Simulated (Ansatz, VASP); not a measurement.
**One calculation of Al5As, two programs**

Contents of INCAR:

```
PREC = Accurate
ENCUT = 600
EDIFF = 1E-6
ISMEAR = 0
SIGMA = 0.1
LREAL = False
LASPH = True
NELM = 80
ALGO = Fast
ISIF = 3
LWAVE = False
LCHARG = False
GGA = PE
IBRION = 2
NSW = 100
EDIFFG = -0.01
```

File KPOINTS:

```
Automatic mesh
0
Gamma
  12 12 8
```

File POSCAR:

```
Al5As
1.0
    5.3360214341      0.0000000000      0.0000000000
   -2.6680107171      4.6211301171      0.0000000000
    0.0000000000      0.0000000000      4.5449633907
Al As
5 1
Direct
    0.5000000000      0.0000000000      0.5000000000
    0.5000000000      0.5000000000      0.5000000000
    0.0000000000      0.5000000000      0.5000000000
    0.3333333333      0.6666666667      0.0000000000
    0.6666666667      0.3333333333      0.0000000000
    0.0000000000      0.0000000000      0.0000000000
```

Input for Ansatz:

```yaml
crystal:
  lattice:
    - [5.3360214341, 0.0, 0.0]
    - [-2.6680107171, 4.6211301171, 0.0]
    - [0.0, 0.0, 4.5449633907]
  atoms:
    - { symbol: Al, position: [0.5, 0.0, 0.5] }
    - { symbol: Al, position: [0.5, 0.5, 0.5] }
    - { symbol: Al, position: [0.0, 0.5, 0.5] }
    - { symbol: Al, position: [0.3333333333, 0.6666666667, 0.0] }
    - { symbol: Al, position: [0.6666666667, 0.3333333333, 0.0] }
    - { symbol: As, position: [0.0, 0.0, 0.0] }
basis:
  ecutwfc: 420
kpoints:
  mp_grid: { grid: [12, 12, 8] }
hamiltonian:
  xc: pbe
scf:
  occupations: { method: gaussian, width: 0.1 }
output:
  forces: true
  stress: true
  eigenvalues: true
relax:
  adjacent_minimum: "off"
  f_tol: 0.01
  max_steps: 80
  cell: { stress_tol: 0.05 }
```

Change from the starting cell: species swapped into the KAu5 type (P6/mmm, No. 191).

Alike in both runs: task relaxation of cell and atoms; functional PBE; k mesh 12 × 12 × 8; occupations gaussian, width 0.1 eV; no spin polarisation.

|  | VASP | Ansatz |
| --- | --- | --- |
| version | VASP 6.6.1 | Ansatz 0.2.0 |
| potentials or method | VASP PAW PBE potentials, release 64 (Al, As), cutoff 600 eV | scalar-relativistic, plane waves, PAW |
| valence electrons in the cell | 20 | 30 |

VASP gave:

- gap on the k mesh at the Fermi level, each at its own relaxed structure (eV): none
- relaxed volume (Å³/atom): 18.83
- relaxed cell length with the largest relative difference (Å): 5.334

Q: Estimate Ansatz's values.

A: gap on the k mesh at the Fermi level, each at its own relaxed structure (eV): none; relaxed volume (Å³/atom): 18.84; relaxed cell length with the largest relative difference (Å): 5.335.

A gap of «none» marks a metal or a gap that the smearing closes. VASP's potentials hold 20 valence electrons a cell and Ansatz's 30, so a difference there can come from the potentials and not from the codes.

Noted on VASP's run: too few bands were computed for a metal, which touches its energy and stress.
